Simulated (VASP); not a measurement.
# Pb (Fm-3m) in VASP: relaxation of cell and atoms with PBE

Aim: the relaxation of cell and atoms of Pb with PBE.

Program: VASP 6.6.1. These are calculated values, not measurements. Logs are shortened: lines on timing, memory, paths and dates and some standing lists are left out, and cuts for length are marked.

**1. The cell of the first run**

It takes space group Fm-3m (No. 225, cubic). The conventional cell has a = 4.717 Å, b = 4.717 Å, c = 4.717 Å, α = 90.00°, β = 90.00°, γ = 90.00°. Within 4.4 Å of Pb (site symmetry m-3m) lie 12 Pb at 3.34 Å.

**2. Relaxation of cell and atoms, PBE**

Input file INCAR:

```
PREC = Accurate ; ENCUT = 600
EDIFF = 1E-6 ; ISMEAR = -1
SIGMA = 0.05 ; LREAL = F
LASPH = T ; NELM = 100
ALGO = Normal ; ISIF = 3
LWAVE = F ; LCHARG = F
GGA = PE ; IBRION = 2
NSW = 100 ; EDIFFG = -0.005
```

Input file KPOINTS:

```
regular mesh
0
Gamma
  13 13 13
```

Input file POSCAR:

```
Pb
1.0
    0.0000000000      2.3584674470      2.3584674470
    2.3584674470      0.0000000000      2.3584674470
    2.3584674470      2.3584674470      0.0000000000
Pb
1
Direct
    0.0000000000      0.0000000000      0.0000000000
```

Potentials or basis: VASP PAW PBE potentials, release 64 (Pb_d).

Started as:

```sh
> cat potpaw_PBE.64/Pb_d/POTCAR > POTCAR
> mpirun -np 1 vasp_std > vasp.out
```

OUTCAR:

```text
PREC = Accurate
   ENCUT = 600
   EDIFF = 1E-6
   ISMEAR = -1
   LREAL = F
   LASPH = T
   NELM = 100
   ISIF = 3
   GGA = PE
   IBRION = 2
   NSW = 100
   EDIFFG = -0.005

 ion  position               nearest neighbor table
   1  0.000  0.000  0.000-

  LATTYP: Found a face centered cubic cell.
 ALAT       =     4.7169348940

  Lattice vectors:

 A1 = (   0.0000000000,   2.3584674470,   2.3584674470)
 A2 = (   2.3584674470,   0.0000000000,   2.3584674470)
 A3 = (   2.3584674470,   2.3584674470,   0.0000000000)

Analysis of symmetry for initial positions (statically):
=====================================================================
 Subroutine PRICEL returns:
 Original cell was already a primitive cell.

 Routine SETGRP: Setting up the symmetry group for a
 face centered cubic supercell.

 Subroutine GETGRP returns: Found 48 space group operations
 (whereof 48 operations were pure point group operations)
 out of a pool of 48 trial point group operations.

The static configuration has the point symmetry O_h .

Analysis of symmetry for dynamics (positions and initial velocities):
=====================================================================
 Subroutine PRICEL returns:
 Original cell was already a primitive cell.

 Routine SETGRP: Setting up the symmetry group for a
 face centered cubic supercell.

 Subroutine GETGRP returns: Found 48 space group operations
 (whereof 48 operations were pure point group operations)
 out of a pool of 48 trial point group operations.

The dynamic configuration has the point symmetry O_h .

 Subroutine INISYM returns: Found 48 space group operations
 (whereof 48 operations are pure point group operations),
 and found     1 'primitive' translations

----------------------------------------------------------------------------------------

                                     Primitive cell

  volume of cell :      26.2373

  direct lattice vectors                    reciprocal lattice vectors
     0.000000000  2.358467447  2.358467447    -0.212002078  0.212002078  0.212002078
     2.358467447  0.000000000  2.358467447     0.212002078 -0.212002078  0.212002078
     2.358467447  2.358467447  0.000000000     0.212002078  0.212002078 -0.212002078

  length of vectors
     3.335376650  3.335376650  3.335376650     0.367198371  0.367198371  0.367198371

  position of ions in fractional coordinates (direct lattice)
     0.000000000  0.000000000  0.000000000

  ion indices of the primitive-cell ions
   primitive index   ion index
                 1           1

[... 63 lines left out ...]
   ISTART =      0    job   : 0-new  1-cont  2-samecut
   ICHARG =      2    charge: 1-file 2-atom 10-const
   ISPIN  =      1    spin polarized calculation?
   LNONCOLLINEAR =      F non collinear calculations
   LSORBIT =      F    spin-orbit coupling
   LASPH  =      T    aspherical Exc in radial PAW
   ENCUT  =  600.0 eV  44.10 Ry    6.64 a.u.   6.66  6.66  6.66*2*pi/ulx,y,z
   NELM   =    100;   NELMIN=  2; NELMDL= -5     # of ELM steps
   EDIFF  = 0.1E-05   stopping-criterion for ELM
   LREAL  =      F    real-space projection
   EDIFFG = -.5E-02   stopping-criterion for IOM
   NSW    =    100    number of steps for IOM
   IBRION =      2    ionic relax: 0-MD 1-quasi-New 2-CG
   NFREE  =      1    steps in history (QN), initial steepest desc. (CG)
   ISIF   =      3    stress and relaxation
   ISYM   =      2    0-nonsym 1-usesym 2-fastsym
   POTIM  = 0.5000    time-step for ionic-motion
   TEBEG  =    0.0;   TEEND  =   0.0 temperature during run
   PSTRESS=    0.0 pullay stress
   NELECT =      14.0000    total number of electrons
   NUPDOWN=      -1.0000    fix difference up-down
   EMIN   =  10.00;   EMAX   =-10.00  energy-range for DOS
   EFERMI =   0.00;   METHOD = LEGACY
   ISMEAR =    -1;   SIGMA  =   0.05  broadening in eV -4-tet -1-fermi 0-gaus
   EFERMI_NEDOS =   21; number of points for ismear=-14 and -15
   IALGO  =     38    algorithm
   IMIX   =      4    mixing-type and parameters
     AMIX     =   0.40;   BMIX     =  1.00
     AMIX_MAG =   1.60;   BMIX_MAG =  1.00
  volume/ion in A,a.u.               =      26.24       177.06
  Fermi-wavevector in a.u.,A,eV,Ry     =   1.327836  2.509245 23.989075  1.763147
  Thomas-Fermi vector in A             =   2.457118
   LORBIT       =      0    0 simple, 1 ext, 2 COOP (PROOUT), +10 PAW based schemes
   GGA     = PE    functional components
   LHFCALC =     F    Hartree Fock is set to
   AEXX    =    0.0000 exact exchange contribution
   IVDW    =     0    specifies the selected vdW correction
   LEPSILON=     F    determine dielectric tensor
   LRPA    =     F    only Hartree local field effects (RPA)
 conjugate gradient relaxation of ions
 non-spin polarized calculation
  energy-cutoff  :      600.00
  volume of cell :       26.24
 maximum number of plane-waves:       899
   NGX = 13   NGY = 13   NGZ = 13

--------------------------------------- Ionic step        1  -------------------------------------------

 number of electron      13.9999998 magnetization

 Free energy of the ion-electron system (eV)
  ---------------------------------------------------
  ext. energy  EPLUGINS =         0.00000000
  ---------------------------------------------------
  free energy    TOTEN  =        -3.37673086 eV

  energy without entropy =       -3.37256410  energy(sigma->0) =       -3.37464748

 E-fermi :   9.1304     XC(G=0): -10.9000

 val. band max:        9.1076569544   @ k =  -0.3846   0.4615   0.0769
 cond. band min:       9.1397527038   @ k =  -0.4615   0.3846   0.0000
 fundamental gap:      0.0320957494
 Fermi energy:         9.1303564844

 k-point     1 :       0.0000    0.0000    0.0000
  band No.  band energies     occupation
      1      -8.1945      2.00000
      2      -8.1945      2.00000
      3      -8.1945      2.00000
      4      -7.9788      2.00000
      5      -7.9788      2.00000
      6      -3.8044      2.00000
      7      17.6290      0.00000
      8      17.6290      0.00000
      9      17.6290      0.00000
     10      18.8329      0.00000
     11      22.2291      0.00000
[... 601 lines left out ...]
--------------------------------------- Ionic step        9  -------------------------------------------

 number of electron      14.0000003 magnetization

 Free energy of the ion-electron system (eV)
  ---------------------------------------------------
  ext. energy  EPLUGINS =         0.00000000
  ---------------------------------------------------
  free energy    TOTEN  =        -3.56237612 eV

  energy without entropy =       -3.55680394  energy(sigma->0) =       -3.55959003

 E-fermi :   6.7508     XC(G=0):  -9.9323

 val. band max:        6.7445413859   @ k =   0.3846   0.2308   0.0769
 cond. band min:       6.8228431743   @ k =   0.3846   0.3077   0.0769
 fundamental gap:      0.0783017884
 Fermi energy:         6.7508073721

 k-point     1 :       0.0000    0.0000    0.0000
  band No.  band energies     occupation
      1     -10.3361      2.00000
      2     -10.3361      2.00000
      3     -10.3361      2.00000
      4     -10.2177      2.00000
      5     -10.2177      2.00000
      6      -4.7037      2.00000
      7      13.7063      0.00000
      8      13.7063      0.00000
      9      13.7063      0.00000
     10      16.4260      0.00000
     11      17.3701      0.00000
[... 350 lines left out ...]
  FREE ENERGIE OF THE ION-ELECTRON SYSTEM (eV)
  ---------------------------------------------------
  free  energy   TOTEN  =        -3.5623761238 eV

  energy  without entropy=       -3.5568039447  energy(sigma->0) =       -3.55959003

 reached required accuracy - stopping structural energy minimisation
```

OSZICAR:

```text
N       E                     dE             d eps       ncg     rms          rms(c)
DAV:   1     0.107533908971E+03    0.10753E+03   -0.81210E+03  1854   0.173E+03
DAV:   2     0.118434894575E+01   -0.10635E+03   -0.10403E+03  1881   0.348E+02
DAV:   3    -0.329646892716E+01   -0.44808E+01   -0.44213E+01  2200   0.827E+01
DAV:   4    -0.339134486300E+01   -0.94876E-01   -0.94833E-01  2215   0.123E+01
[... 66 lines left out ...]
       N       E                     dE             d eps       ncg     rms          rms(c)
DAV:   1    -0.356238640019E+01   -0.10404E-04   -0.31923E-04  2133   0.396E-01    0.167E-02
DAV:   2    -0.356237762310E+01    0.87771E-05   -0.18182E-05  2106   0.925E-02    0.589E-03
DAV:   3    -0.356237628886E+01    0.13342E-05   -0.53291E-06  1614   0.479E-02    0.474E-04
DAV:   4    -0.356237612379E+01    0.16507E-06   -0.54682E-08   939   0.292E-03
   9 F= -.35623761E+01 E0= -.35595900E+01  d E =-.472205E-05
```

CONTCAR:

```text
Pb
   1.00000000000000
    -0.0000000000000000    2.5192348069429182    2.5192348069429182
     2.5192348069429182   -0.0000000000000000    2.5192348069429182
     2.5192348069429182    2.5192348069429182   -0.0000000000000000
  Pb
     1
Direct
     0.0000000000000000    0.0000000000000000    0.0000000000000000

  0.00000000E+00  0.00000000E+00  0.00000000E+00
```

Wall time 2.9 min (1 thread of Intel Xeon 8259CL, shared host); peak memory 0.19 GiB.

Results:

```yaml
Free_energy: -3.5624 eV
Relaxed_volume: 31.98 Å³/atom
Relaxed_cell: a = 3.563 Å, b = 3.563 Å, c = 3.563 Å, α = 60.00°, β = 60.00°, γ = 60.00°
Space_group_after_relaxing_to_0.05_Å: Fm-3m (No. 225)
Energy_gained_by_relaxing: 185.6 meV/atom
Ionic_steps: 9
Pressure_after_relaxing: 0.0 GPa
Band_gap_on_the_k_mesh: zero (band 7 reaches 13.71 eV, above the bottom of band 8 at 5.14 eV)
```

Step by step:
| step | energy change (eV) | largest force (eV/Å) | pressure (GPa) | volume (Å³) |
| --- | --- | --- | --- | --- |
| 1 | 0.0000 | 0.0000 | 12.65 | 26.24 |
| 2 | -0.1583 | 0.0000 | -2.73 | 34.92 |
| 3 | -0.1856 | 0.0000 | 0.12 | 31.89 |
| 4 | -0.1856 | 0.0000 | -0.03 | 32.01 |
| 5 | -0.1856 | 0.0000 | -0.05 | 31.98 |
| 6 | -0.1856 | 0.0000 | 0.10 | 31.90 |
| 7 | -0.1856 | 0.0000 | 0.03 | 31.96 |
| 8 | -0.1856 | 0.0000 | 0.03 | 31.97 |
| 9 | -0.1856 | 0.0000 | 0.02 | 31.98 |

Final structure:
```
Pb
1.0
     0.00000    2.51923    2.51923
     2.51923    0.00000    2.51923
     2.51923    2.51923    0.00000
Pb
1
Direct
  0.00000 0.00000 0.00000
```

Caveat: the volume moved by over 15 % at a fixed basis, so the end points are rough; spin-orbit coupling is left out, which moves the levels of the heavy elements.
